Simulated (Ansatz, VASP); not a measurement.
## CdS: VASP beside Ansatz

```xyz
4
Lattice="4.1966 0.0000 0.0000 -2.0983 3.6343 0.0000 0.0000 0.0000 6.8288" Properties=species:S:1:pos:R:3 pbc="T T T"
Cd    0.0000    2.4229   -0.0054
Cd    2.0983    1.2114    3.4090
S     0.0000    2.4229    2.5662
S     2.0983    1.2114    5.9806
```

Alike in both runs: task electric field gradients; functional PBE; k mesh 9 × 9 × 4; no spin polarisation.

```csv
,VASP,Ansatz
version,VASP 6.6.1,Ansatz 0.2.0
potentials or method,"VASP PAW PBE potentials, release 64 (Cd, S), cutoff 400 eV","scalar-relativistic, plane waves, PAW"
occupations,"gaussian, width 0.01 eV",fixed
valence electrons in the cell,36,52
```

Ansatz gave:

```
gap on the k mesh at the Fermi level (eV)            : 1.11
least direct gap on the mesh (eV)                    : 1.11
pressure (GPa)                                       : 0.0
size of Vzz on the site where it differs most (V/Å²) : 2.9
```

Q: Which values does VASP return?

A: gap on the k mesh at the Fermi level (eV): 1.11; least direct gap on the mesh (eV): 1.11; pressure (GPa): -0.1; size of Vzz on the site where it differs most (V/Å²): 3.3.

VASP's potentials hold 36 valence electrons a cell and Ansatz's 52, so a difference there can come from the potentials and not from the codes.
